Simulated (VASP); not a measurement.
The system is BaTiO3.

```xyz
5
Lattice="3.9998 0.0000 0.0000 0.0000 3.9998 0.0000 0.0000 0.0000 4.0180" Properties=species:S:1:pos:R:3 pbc="T T T"
Ba    0.0000    0.0000    0.0000
Ti    1.9999    1.9999    1.9688
O     1.9999    1.9999    0.0763
O     1.9999    0.0000    2.0773
O     0.0000    1.9999    2.0773
```

- Program: VASP 6.6.1
- Task: relaxation of cell and atoms
- Functional: PBEsol
- Potentials or basis: VASP PAW PBE potentials, release 64 (Ba_sv, Ti_sv, O)
- Cutoff: 600 eV
- k mesh: 4 × 4 × 4
- Occupations: gaussian, width 0.01 eV
- Spin: no spin polarisation

At the start: pressure -2.1 GPa; volume 12.86 Å³/atom.

Task: Where does the relaxation end?

Result: Over 20 steps the energy falls by 3.9 meV/atom and the volume is 12.82 Å³/atom (-0.3 %); space group P4mm (No. 99, to 0.05 Å).

The path:
| step | energy change (eV) | largest force (eV/Å) | pressure (GPa) | volume (Å³) |
| --- | --- | --- | --- | --- |
| 1 | 0.0000 | 0.3585 | -2.14 | 64.28 |
| 2 | -0.0042 | 0.0274 | 2.73 | 62.70 |
| 3 | -0.0094 | 0.1642 | 0.60 | 63.36 |
| 4 | -0.0135 | 0.1086 | 0.47 | 63.52 |
| 5 | -0.0158 | 0.1658 | 0.34 | 63.98 |
| 6 | -0.0167 | 0.0882 | 0.32 | 63.82 |
| 7 | -0.0178 | 0.0783 | -0.55 | 64.18 |
| 8 | -0.0178 | 0.0727 | -0.52 | 64.14 |
| 9 | -0.0188 | 0.0596 | -0.21 | 64.08 |
| 10 | -0.0191 | 0.0665 | 0.00 | 64.04 |
| 11 | -0.0191 | 0.0672 | 0.03 | 64.04 |
| 12 | -0.0193 | 0.0307 | 0.08 | 64.05 |
| 13 | -0.0193 | 0.0311 | 0.12 | 64.06 |
| 14 | -0.0194 | 0.0058 | -0.01 | 64.14 |
| 15 | -0.0194 | 0.0113 | -0.11 | 64.16 |
| 16 | -0.0194 | 0.0076 | -0.11 | 64.15 |
| 17 | -0.0194 | 0.0062 | -0.13 | 64.15 |
| 18 | -0.0194 | 0.0087 | 0.13 | 64.06 |
| 19 | -0.0194 | 0.0033 | 0.06 | 64.10 |
| 20 | -0.0194 | 0.0033 | -0.01 | 64.11 |

Final structure:
```
CELL_PARAMETERS angstrom
3.96439 0.00000 0.00000
0.00000 3.96439 0.00000
0.00000 0.00000 4.07940
ATOMIC_POSITIONS crystal
Ba 0.00000 0.00000 0.99730
Ti 0.50000 0.50000 0.47985
O 0.50000 0.50000 0.03051
O 0.50000 0.00000 0.51767
O 0.00000 0.50000 0.51767
```

Caveat: the PAW data sets were made with another functional, which shifts forces and pressure a little.
